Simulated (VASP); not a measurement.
A run of VASP 6.6.1 is set up as follows.

File INCAR:

```
SYSTEM = P
  ALGO = Normal
  EDIFF = 1E-6
  ENCUT = 520
  GGA = PS
  ISIF = 2
  ISMEAR = 0
  LASPH = .True.
  LCHARG = .True.
  LELF = .True.
  LREAL = .False.
  LVHAR = .True.
  LWAVE = .False.
  NBANDS = 12
  NELM = 100
  PREC = Accurate
  SIGMA = 0.1
```

KPOINTS

```
k-points
0
Gamma
  15 15 15
  0 0 0
```

The input POSCAR:

```
P
1.0
    1.7502262609      1.0104936029      3.1192276037
   -1.7502262609      1.0104936029      3.1192276037
    0.0000000000     -2.0209872058      3.1192276037
P
2
Direct
    0.2282995562      0.2282995562      0.2282995562
    0.7717004438      0.7717004438      0.7717004438
```

Potentials or basis: VASP PAW PBE potentials, release 64 (P).

The run is started by

```console
$ cat potpaw_PBE.64/P/POTCAR > POTCAR
$ mpirun -np 1 vasp_std > vasp.out
```

Task: What does it give for the largest force?

Result: 0.029 eV/Å.

Task: Predict the pressure.

Result: -4.9 GPa.

Forces on the atoms (eV/Å):
```
P    0.000  0.000 -0.029
P    0.000  0.000  0.029
```

Caveat: the PAW data sets were made with another functional, which shifts forces and pressure a little.
